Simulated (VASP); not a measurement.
Input of a VASP 6.6.1 run:

Contents of INCAR:

```
PREC = Accurate
ENCUT = 520
EDIFF = 1E-7
ISMEAR = -1
SIGMA = 0.05
LREAL = F
LASPH = T
NELM = 80
ALGO = Normal
ISIF = 2
LWAVE = F
LCHARG = F
GGA = PS
NBANDS = 10
```

File KPOINTS:

```
Automatic mesh
0
Gamma
  7 7 7
```

The input POSCAR:

```
K
1.0
   -2.6794535516      2.6794535516      2.6794535516
    2.6794535516     -2.6794535516      2.6794535516
    2.6794535516      2.6794535516     -2.6794535516
K
1
Direct
    0.0000000000      0.0000000000      0.0000000000
```

Potentials or basis: VASP PAW PBE potentials, release 64 (K_sv).

Launch:

```console
$ cat potpaw_PBE.64/K_sv/POTCAR > POTCAR
$ mpirun -np 1 vasp_std > vasp.out
```

(1) What does it give for the pressure?

Answers

(1) -0.3 GPa.

Caveat: the PAW data sets were made with another functional, which shifts forces and pressure a little.
